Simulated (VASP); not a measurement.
# YbC: single point with r2SCAN

Crystal: YbC.

```
CELL_PARAMETERS angstrom
0.00000 2.69637 2.69637
2.69637 0.00000 2.69637
2.69637 2.69637 0.00000
ATOMIC_POSITIONS crystal
Yb 0.00000 0.00000 0.00000
C 0.25000 0.25000 0.25000
```

```
Program                : VASP 6.6.1
Task                   : single point
Functional             : r2SCAN
Potentials or basis    : VASP PAW PBE potentials, release 64 (Yb, C)
Cutoff                 : 520 eV
k mesh                 : 12 × 12 × 12
Occupations            : gaussian, width 0.05 eV
Spin                   : collinear spin, ferromagnetic start
Starting moments       : [0.81, 0.0] μB
Dipole correction      : no
Further INCAR settings : ALGO = Normal; EDIFF = 1e-06; NBANDS = 25
```

```
Pressure                                              : 0.4 GPa
Band gap on the k mesh                                : zero (filled and empty bands touch)
Net moment                                            : 2.00 μB per cell
Site moments                                          : Yb +0.82; C +0.63 μB
Valence electrons inside the program's atomic spheres : Yb 22.06; C 2.30
```

Levels at points of the mesh, in eV from the Fermi level:
Spin up:
| k point | band 12 | band 13 | band 14 | band 15 | band 16 | band 17 | band 18 | band 19 |
| --- | --- | --- | --- | --- | --- | --- | --- | --- |
| (0.00, 0.00, 0.00) | -1.17 | -0.85 | -0.85 | -0.85 | 3.33 | 5.85 | 5.85 | 9.51 |
| (0.50, 0.00, 0.00) | -1.09 | -1.02 | -0.74 | -0.74 | 5.04 | 6.23 | 6.23 | 6.94 |
| (0.50, 0.50, 0.00) | -1.02 | -1.00 | -0.17 | -0.17 | 2.28 | 5.48 | 7.71 | 7.81 |
Spin down:
| k point | band 11 | band 12 | band 13 | band 14 | band 15 | band 16 |
| --- | --- | --- | --- | --- | --- | --- |
| (0.00, 0.00, 0.00) | -0.10 | -0.10 | 0.03 | 0.03 | 0.03 | 3.90 |
| (0.50, 0.00, 0.00) | -0.29 | -0.29 | -0.10 | 0.46 | 0.46 | 5.76 |
| (0.50, 0.50, 0.00) | -0.32 | -0.32 | -0.18 | 1.49 | 1.49 | 2.42 |

Run time: 27 min on 1 thread of Intel Xeon 8259CL, with other jobs on the host, peak memory 0.28 GiB.

Caveat: the PAW data sets were made with another functional, which shifts forces and pressure a little; spin-orbit coupling is left out, which moves the levels of the heavy elements. The state reached can hang on the start; a lower one may exist.
